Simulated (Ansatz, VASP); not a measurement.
# Co: VASP beside Ansatz

The input POSCAR:

```
Co
1.0
    2.2521736835      0.0000000000      0.0000000000
    0.0000000000      2.2521736835      0.0000000000
    0.0000000000      0.0000000000      2.2521736835
Co
1
Direct
    0.0000000000      0.0000000000      0.0000000000
```

INCAR.step1

```
SYSTEM = Co
PREC     = Accurate       ! precision mode
ENCUT    = 520            ! plane-wave cutoff, eV
ISMEAR   = -1             ! smearing method
SIGMA    = 0.1            ! smearing width, eV
LREAL    = .FALSE.        ! projectors in reciprocal space
LASPH    = .TRUE.         ! aspherical terms in the spheres
NELM     = 150            ! most SCF steps
LNONCOLLINEAR= .TRUE.         ! non-collinear magnetism
MAGMOM   = 0 0 0          ! initial moments
LSORBIT  = .TRUE.         ! spin-orbit coupling
GGA_COMPAT= .FALSE.      
LMAXMIX  = 4              ! l up to which the mixer works
NBANDS   = 20             ! bands
GGA      = PE             ! functional
ALGO     = Normal         ! electronic algorithm
EDIFF    = 1E-4           ! SCF threshold, eV
LWAVE    = .TRUE.         ! write WAVECAR
LCHARG   = .FALSE.        ! write CHGCAR
```

The input INCAR.step2:

```
SYSTEM = Co
PREC     = Accurate       ! precision mode
ENCUT    = 520            ! plane-wave cutoff, eV
EDIFF    = 1E-6           ! SCF threshold, eV
ISMEAR   = -1             ! smearing method
SIGMA    = 0.1            ! smearing width, eV
LREAL    = .FALSE.        ! projectors in reciprocal space
LASPH    = .TRUE.         ! aspherical terms in the spheres
NELM     = 150            ! most SCF steps
ALGO     = Normal         ! electronic algorithm
ISIF     = 2              ! what is computed and relaxed
LWAVE    = .FALSE.        ! write WAVECAR
LCHARG   = .FALSE.        ! write CHGCAR
LNONCOLLINEAR= .TRUE.         ! non-collinear magnetism
MAGMOM   = 0 0 0          ! initial moments
LORBIT   = 11             ! projections on sites
LSORBIT  = .TRUE.         ! spin-orbit coupling
GGA_COMPAT= .FALSE.      
LORBMOM  = .TRUE.       
LMAXMIX  = 4              ! l up to which the mixer works
METAGGA  = R2SCAN         ! meta-GGA
LMIXTAU  = .TRUE.       
NBANDS   = 20             ! bands
ISTART   = 1
```

The input KPOINTS:

```
regular mesh
0
G
  14 14 14
  0 0 0
```

Input for Ansatz:

```yaml
crystal:
  lattice:
    - [2.2521736835, 0.0, 0.0]
    - [0.0, 2.2521736835, 0.0]
    - [0.0, 0.0, 2.2521736835]
  atoms:
    - { symbol: Co, position: [0.0, 0.0, 0.0] }
hamiltonian:
  xc: r2scan
  pseudopotentials:
    kind: paw_fr
    azcp:
      Co: "pseudopotentials/Co.paw.azcp"
basis:
  ecutwfc: 500
  fft_grid_basis: typed
kpoints:
  mp_grid: { grid: [14, 14, 14], shift: [0, 0, 0] }
magnetization:
  noncollinear: true
  spin_orbit: true
scf:
  occupations: { method: fermi_dirac, width: 0.1 }
output:
  write_density: true
  write_potential: true
  elf: true
  volumetric_format: npy
```

Alike in both runs: task single point; functional r2SCAN; k mesh 14 × 14 × 14; occupations fermi-dirac, width 0.1 eV; non-collinear spin, spin-orbit coupling.

|  | VASP | Ansatz |
| --- | --- | --- |
| version | VASP 6.6.1 | Ansatz 0.2.0 |
| potentials or method | VASP PAW PBE potentials, release 64 (Co), cutoff 520 eV | plane waves (500 eV) with PAW, fully relativistic with spin-orbit coupling |
| valence electrons in the cell | 9 | 17 |

|  | VASP | Ansatz | Ansatz less VASP |
| --- | --- | --- | --- |
| net moment per atom (μB) | 0.00 | 0.00 | 0.000 |

VASP's potentials were made for PBE, not for r2SCAN. VASP's potentials hold 9 valence electrons a cell and Ansatz's 17, so a difference there can come from the potentials and not from the codes.
